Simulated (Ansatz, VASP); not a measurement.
## One calculation of HgTe, two programs

INCAR

```
PREC = Accurate ; ENCUT = 600
EDIFF = 1E-6 ; ISMEAR = 0
SIGMA = 0.1 ; LREAL = False
LASPH = True ; NELM = 100
ALGO = Normal ; ISIF = 3
LWAVE = False ; LCHARG = False
GGA = PE ; IBRION = 2
NSW = 100 ; EDIFFG = -0.01
```

KPOINTS

```
Automatic mesh
0
Gamma
  6 6 10
```

Contents of POSCAR:

```
HgTe
1.0
    7.4593600530      0.0000000000      0.0000000000
   -3.7296800265      6.4599953019      0.0000000000
    0.0000000000      0.0000000000      4.2811311882
Hg Te
3 3
Direct
    0.0000000000      0.0000000000      0.0000000000
    0.3333333333      0.6666666667      0.5000000000
    0.6666666667      0.3333333333      0.5000000000
    0.5000000000      0.0000000000      0.0000000000
    0.5000000000      0.5000000000      0.0000000000
    0.0000000000      0.5000000000      0.0000000000
```

Input for Ansatz:

```yaml
crystal:
  lattice:
    - [7.459360053, 0.0, 0.0]
    - [-3.7296800265, 6.4599953019, 0.0]
    - [0.0, 0.0, 4.2811311882]
  atoms:
    - { symbol: Hg, position: [0.0, 0.0, 0.0] }
    - { symbol: Hg, position: [0.3333333333, 0.6666666667, 0.5] }
    - { symbol: Hg, position: [0.6666666667, 0.3333333333, 0.5] }
    - { symbol: Te, position: [0.5, 0.0, 0.0] }
    - { symbol: Te, position: [0.5, 0.5, 0.0] }
    - { symbol: Te, position: [0.0, 0.5, 0.0] }
basis:
  ecutwfc: 420
kpoints:
  mp_grid: { grid: [6, 6, 10] }
hamiltonian:
  xc: pbe
scf:
  occupations: { method: gaussian, width: 0.1 }
output:
  forces: true
  stress: true
  eigenvalues: true
  write_density: true
  write_potential: true
  elf: true
  volumetric_format: npy
relax:
  adjacent_minimum: "off"
  f_tol: 0.01
  max_steps: 80
  cell: { stress_tol: 0.05 }
```

Change from the starting cell: species swapped into the TlPt type (P6/mmm, No. 191).

Alike in both runs: task relaxation of cell and atoms; functional PBE; k mesh 6 × 6 × 10; occupations gaussian, width 0.1 eV; no spin polarisation.

|  | VASP | Ansatz |
| --- | --- | --- |
| version | VASP 6.6.1 | Ansatz 0.2.0 |
| potentials or method | VASP PAW PBE potentials, release 64 (Hg, Te), cutoff 600 eV | scalar-relativistic, plane waves, PAW |
| valence electrons in the cell | 54 | 108 |

VASP gave:

| Item | Value |
| --- | --- |
| gap on the k mesh at the Fermi level, each at its own relaxed structure (eV) | none |
| relaxed volume (Å³/atom) | 34.50 |
| relaxed cell length with the largest relative difference (Å) | 4.289 |

Which values does Ansatz return?

gap on the k mesh at the Fermi level, each at its own relaxed structure (eV): none; relaxed volume (Å³/atom): 34.41; relaxed cell length with the largest relative difference (Å): 4.284.

A gap of «none» marks a metal or a gap that the smearing closes. VASP's potentials hold 54 valence electrons a cell and Ansatz's 108, so a difference there can come from the potentials and not from the codes.

Spin-orbit coupling is off throughout.
